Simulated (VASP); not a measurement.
# TaN (I4/mmm) in VASP: notebook, part 2 of 2

VASP 6.6.1. Earlier steps stand in the parts before.

**3. Single point, PBE (strain -0.0300 x Voigt [1, 0, 0, 0, 0, 0])**

INCAR

```
SYSTEM = TaN
ALGO = Normal
EDIFF = 1E-6
ENCUT = 600
GGA = PE
GGA_COMPAT = .False.
ISIF = 2
ISMEAR = 0
LASPH = .True.
LCHARG = .False.
LREAL = .False.
LWAVE = .False.
NBANDS = 15
NELM = 120
PREC = Accurate
SIGMA = 0.15
```

KPOINTS

```
k-points
0
Gamma
  18 18 18
  0 0 0
```

POSCAR

```
TaN
1.0
    0.0000000000      2.1790000000      2.1790000000
    2.1136300000      0.0000000000      2.1790000000
    2.1136300000      2.1790000000      0.0000000000
Ta N
1 1
Direct
    0.5000000000      0.5000000000      0.5000000000
    0.0000000000      0.0000000000      0.0000000000
```

Potentials or basis: VASP PAW PBE potentials, release 64 (Ta_pv, N).

On the command line:

```sh
> cat potpaw_PBE.64/Ta_pv/POTCAR potpaw_PBE.64/N/POTCAR > POTCAR
> mpirun -np 1 vasp_std > vasp.out
```

Run time: 90 s. Hardware: 1 thread of AMD EPYC 9R45 (Zen 5), shared host; peak memory 0.27 GiB.

It converged, with:

```
Free energy            : -21.6746 eV
Pressure               : 29.3 GPa
Band gap on the k mesh : zero (band 8 reaches 12.14 eV, above the bottom of band 9 at 7.82 eV)
```

Stress tensor (GPa, compression positive):
```
46.47  0.00  0.00
 0.00 20.66  0.00
 0.00  0.00 20.66
```

Levels at points of the mesh, in eV from the Fermi level:
```csv
k point,band 4,band 5,band 6,band 7,band 8,band 9,band 10,band 11,band 12,band 13
"(0.00, 0.00, 0.00)",-19.36,-4.06,-4.06,-3.89,-2.40,-2.40,-2.02,-0.16,0.09,2.25
"(0.50, 0.00, 0.00)",-15.96,-10.87,-8.04,-8.03,1.92,2.22,2.23,4.00,7.75,8.49
"(0.50, 0.50, 0.00)",-18.11,-6.88,-5.86,-4.81,-4.64,2.23,3.66,4.08,5.19,7.47
"(0.00, 0.50, 0.50)",-18.09,-6.51,-5.93,-4.89,-4.89,2.33,3.87,3.87,5.22,7.67
```

Caveat: the cell differs from its parent crystal (strain -0.0300 x Voigt [1, 0, 0, 0, 0, 0]); spin-orbit coupling is left out, which moves the levels of the heavy elements.

**4. Single point, PBE (strain -0.0200 x Voigt [1, 0, 0, 0, 0, 0])**

INCAR

```
SYSTEM = TaN
  PREC = Accurate
  ENCUT = 600
  EDIFF = 1E-6
  ISMEAR = 0
  SIGMA = 0.15
  LREAL = .False.
  LASPH = .True.
  NELM = 120
  ALGO = Normal
  ISIF = 2
  LWAVE = .False.
  LCHARG = .False.
  GGA = PE
  NBANDS = 15
  GGA_COMPAT = .False.
```

KPOINTS

```
regular mesh
0
Gamma
  18 18 18
  0 0 0
```

POSCAR

```
TaN
1.0
    0.0000000000      2.1790000000      2.1790000000
    2.1354200000      0.0000000000      2.1790000000
    2.1354200000      2.1790000000      0.0000000000
Ta N
1 1
Direct
    0.5000000000      0.5000000000      0.5000000000
    0.0000000000      0.0000000000      0.0000000000
```

Potentials or basis: VASP PAW PBE potentials, release 64 (Ta_pv, N).

On the command line:

```sh
> cat potpaw_PBE.64/Ta_pv/POTCAR potpaw_PBE.64/N/POTCAR > POTCAR
> mpirun -np 1 vasp_std > vasp.out
```

OUTCAR:

```text
SYSTEM = TaN
   PREC = Accurate
   ENCUT = 600
   EDIFF = 1E-6
   ISMEAR = 0
   LREAL = .False.
   LASPH = .True.
   NELM = 120
   ISIF = 2
   GGA = PE

 ion  position               nearest neighbor table
   1  0.500  0.500  0.500-   2 2.14   2 2.14   2 2.18   2 2.18   2 2.18   2 2.18
   2  0.000  0.000  0.000-   1 2.14   1 2.14   1 2.18   1 2.18   1 2.18   1 2.18

  LATTYP: Found a body centered tetragonal cell.
 ALAT       =     3.0815713524
 C/A-ratio  =     1.3859292911

  Lattice vectors:

 A1 = (  -2.1354200000,   0.0000000000,  -2.1790000000)
 A2 = (  -2.1354200000,   0.0000000000,   2.1790000000)
 A3 = (   2.1354200000,   2.1790000000,   0.0000000000)

Analysis of symmetry for initial positions (statically):
=====================================================================
 Subroutine PRICEL returns:
 Original cell was already a primitive cell.

 Routine SETGRP: Setting up the symmetry group for a
 body centered tetragonal supercell.

 Subroutine GETGRP returns: Found 16 space group operations
 (whereof 16 operations were pure point group operations)
 out of a pool of 16 trial point group operations.

The static configuration has the point symmetry D_4h.

Analysis of symmetry for dynamics (positions and initial velocities):
[... 171 lines left out ...]
      3     -25.5811      2.00000
      4      -9.1687      2.00000
      5       6.0913      2.00000
      6       6.0913      2.00000
      7       6.2032      2.00000
      8       7.7711      2.00000
      9       7.7711      2.00000
     10       8.0245      2.00000
     11      10.0186      1.59919
     12      10.2267      0.26185
     13      12.1372      0.00000
     14      19.5223      0.00000
[... 401 lines left out ...]
      2     -25.6740      2.00000
      3     -25.6135      2.00000
      4      -7.7559      2.00000
      5       2.2217      2.00000
      6       3.4035      2.00000
      7       3.8000      2.00000
      8       9.1191      2.00000
      9       9.2830      2.00000
     10      10.2371      0.22250
     11      12.9472      0.00000
     12      14.6257      0.00000
     13      15.4486      0.00000
     14      22.5628      0.00000
     15      22.9116      0.00000

 [... further k-points ...]
[... 5 lines left out ...]
  --------------------------------------------------------------------------------------
  -------------------------------------------------------------------------------------
  Total        4.4060885      2.3924385      2.3924385      0.0000000      0.0000000     -0.0000000
  in kB      348.1256567    189.0268963    189.0268963      0.0000000      0.0000000     -0.0000000
  external PRESSURE =     242.0598164 kB  Pullay stress =       0.0000000 kB

 VOLUME and BASIS-vectors are now :
 -----------------------------------------------------------------------------
  energy-cutoff  :      600.00
  volume of cell :       20.28
      direct lattice vectors                 reciprocal lattice vectors
     0.000000000  2.179000000  2.179000000    -0.234145976  0.229463056  0.229463056
     2.135420000  0.000000000  2.179000000     0.234145976 -0.229463056  0.229463056
     2.135420000  2.179000000  0.000000000     0.234145976  0.229463056 -0.229463056

 POSITION                                       TOTAL-FORCE (eV/Angst)
 -----------------------------------------------------------------------------------
      2.13542      2.17900      2.17900         0.000000      0.000000     -0.000000
      0.00000      0.00000      0.00000         0.000000     -0.000000      0.000000
 -----------------------------------------------------------------------------------
    total drift:                                0.000000      0.000000      0.000000

  FREE ENERGIE OF THE ION-ELECTRON SYSTEM (eV)
  ---------------------------------------------------
  free  energy   TOTEN  =       -21.7272550253 eV

  energy  without entropy=      -21.7183887918  energy(sigma->0) =      -21.72282191
```

OSZICAR:

```text
N       E                     dE             d eps       ncg     rms          rms(c)
DAV:   1     0.991993007143E+02    0.99199E+02   -0.96483E+03 14416   0.127E+03
DAV:   2    -0.216444324111E+02   -0.12084E+03   -0.11384E+03 17732   0.335E+02
DAV:   3    -0.247462059979E+02   -0.31018E+01   -0.30788E+01 16410   0.505E+01
DAV:   4    -0.247586971790E+02   -0.12491E-01   -0.12486E-01 18589   0.332E+00
DAV:   5    -0.247587808437E+02   -0.83665E-04   -0.83663E-04 16654   0.242E-01    0.266E+01
DAV:   6    -0.217954397102E+02    0.29633E+01   -0.53991E+00 18433   0.275E+01    0.111E+01
DAV:   7    -0.217591074843E+02    0.36332E-01   -0.58022E-01 16654   0.623E+00    0.765E+00
DAV:   8    -0.217351532097E+02    0.23954E-01   -0.13179E-01 17074   0.313E+00    0.197E+00
DAV:   9    -0.217273446392E+02    0.78086E-02   -0.20888E-02 16108   0.124E+00    0.338E-01
DAV:  10    -0.217273119290E+02    0.32710E-04   -0.14512E-03 16738   0.421E-01    0.738E-02
DAV:  11    -0.217272569376E+02    0.54991E-04   -0.11216E-04 16696   0.129E-01    0.326E-02
DAV:  12    -0.217272554839E+02    0.14537E-05   -0.10338E-05 16717   0.318E-02    0.354E-03
DAV:  13    -0.217272550253E+02    0.45858E-06   -0.47963E-07  9616   0.569E-03
   1 F= -.21727255E+02 E0= -.21722822E+02  d E =-.886623E-02
```

stdout:

```text
POSCAR found type information on POSCAR TaN
 POSCAR found :  2 types and       2 ions
 scaLAPACK will be used
 LDA part: xc-table for (Slater+PW92), standard interpolation
 POSCAR, INCAR and KPOINTS ok, starting setup
 FFT: planning ... GRIDC
 FFT: planning ... GRID_SOFT
 FFT: planning ... GRID
 WAVECAR not read
 entering main loop
```

It took 91 s on 1 thread of AMD EPYC 9R45 (Zen 5), shared host; peak memory 0.27 GiB.

Results:

| Property | Result |
| --- | --- |
| Free energy | -21.7273 eV |
| Pressure | 24.2 GPa |
| Band gap on the k mesh | zero (band 8 reaches 12.05 eV, above the bottom of band 9 at 7.77 eV) |

Stress tensor (GPa, compression positive):
```
34.81  0.00  0.00
 0.00 18.90  0.00
 0.00  0.00 18.90
```

Levels at points of the mesh, in eV from the Fermi level:
| k point | band 4 | band 5 | band 6 | band 7 | band 8 | band 9 | band 10 | band 11 | band 12 | band 13 |
| --- | --- | --- | --- | --- | --- | --- | --- | --- | --- | --- |
| (0.00, 0.00, 0.00) | -19.28 | -4.02 | -4.02 | -3.90 | -2.34 | -2.34 | -2.08 | -0.09 | 0.12 | 2.03 |
| (0.50, 0.00, 0.00) | -15.95 | -10.79 | -7.96 | -7.95 | 1.94 | 2.13 | 2.17 | 3.96 | 7.77 | 8.27 |
| (0.50, 0.50, 0.00) | -18.02 | -6.83 | -5.80 | -4.78 | -4.67 | 2.23 | 3.67 | 3.95 | 5.05 | 7.34 |
| (0.00, 0.50, 0.50) | -18.00 | -6.59 | -5.84 | -4.84 | -4.84 | 2.28 | 3.81 | 3.81 | 5.08 | 7.47 |

Caveat: the cell differs from its parent crystal (strain -0.0200 x Voigt [1, 0, 0, 0, 0, 0]); spin-orbit coupling is left out, which moves the levels of the heavy elements.

**5. Single point, PBE (strain -0.0100 x Voigt [1, 0, 0, 0, 0, 0])**

INCAR

```
PREC     = Accurate       # precision mode
ENCUT    = 600            # plane-wave cutoff, eV
EDIFF    = 1E-6           # SCF threshold, eV
ISMEAR   = 0              # smearing method
SIGMA    = 0.15           # smearing width, eV
LREAL    = False          # projectors in reciprocal space
LASPH    = True           # aspherical terms in the spheres
NELM     = 120            # most SCF steps
ALGO     = Normal         # electronic algorithm
ISIF     = 2              # what is computed and relaxed
LWAVE    = False          # write WAVECAR
LCHARG   = False          # write CHGCAR
GGA      = PE             # functional
NBANDS   = 15             # bands
GGA_COMPAT= False
```

KPOINTS

```
Automatic mesh
0
Gamma
  18 18 18
```

POSCAR

```
TaN
1.0
    0.0000000000      2.1790000000      2.1790000000
    2.1572100000      0.0000000000      2.1790000000
    2.1572100000      2.1790000000      0.0000000000
Ta N
1 1
Direct
    0.5000000000      0.5000000000      0.5000000000
    0.0000000000      0.0000000000      0.0000000000
```

On the command line:

```sh
> cat potpaw_PBE.64/Ta_pv/POTCAR potpaw_PBE.64/N/POTCAR > POTCAR
> mpirun -np 1 vasp_std > vasp.out
```

Wall time 91 s (1 thread of AMD EPYC 9R45 (Zen 5), shared host); peak memory 0.27 GiB.

The run converged. Its results:

```yaml
Free_energy: -21.7658 eV
Pressure: 19.6 GPa
Band_gap_on_the_k_mesh: zero (band 8 reaches 11.95 eV, above the bottom of band 9 at 7.72 eV)
```

Stress tensor (GPa, compression positive):
```
24.55  0.00  0.00
 0.00 17.14  0.00
 0.00  0.00 17.14
```

Levels at points of the mesh, in eV from the Fermi level:
```
           k point  band 4  band 5  band 6  band 7  band 8  band 9  band 10  band 11  band 12  band 13
(0.00, 0.00, 0.00)  -19.19   -3.97   -3.97   -3.91   -2.27   -2.27    -2.14    -0.02     0.11     1.86
(0.50, 0.00, 0.00)  -15.94  -10.70   -7.88   -7.87    1.96    2.05     2.11     3.93     7.79     8.05
(0.50, 0.50, 0.00)  -17.93   -6.77   -5.74   -4.75   -4.70    2.22     3.68     3.82     4.92     7.22
(0.00, 0.50, 0.50)  -17.92   -6.66   -5.76   -4.78   -4.78    2.23     3.75     3.75     4.95     7.29
```

Caveat: the cell differs from its parent crystal (strain -0.0100 x Voigt [1, 0, 0, 0, 0, 0]); spin-orbit coupling is left out, which moves the levels of the heavy elements.

**6. The runs side by side**

```tsv
cell	gap on the mesh (eV)	pressure (GPa)
a = 3.082, b = 3.021, c = 3.021 Å, angles 61.3, 59.3, 59.3°, 2 atoms	none	34.8
a = 3.082, b = 3.036, c = 3.036 Å, angles 61.0, 59.5, 59.5°, 2 atoms	none	29.3
a = 3.082, b = 3.051, c = 3.051 Å, angles 60.7, 59.7, 59.7°, 2 atoms	none	24.2
a = 3.082, b = 3.066, c = 3.066 Å, angles 60.3, 59.8, 59.8°, 2 atoms	none	19.6
```

Alike in all rows: task single point; level PBE; potentials or basis VASP PAW PBE potentials, release 64 (Ta_pv, N); no spin polarisation; k mesh 18 × 18 × 18; cutoff (eV) 600; smearing gaussian 0.15 eV.

Caveats: spin-orbit coupling is left out, which moves the levels of the heavy elements.

Total energies depend on the potentials used, so only differences within one code and one set of settings carry meaning.
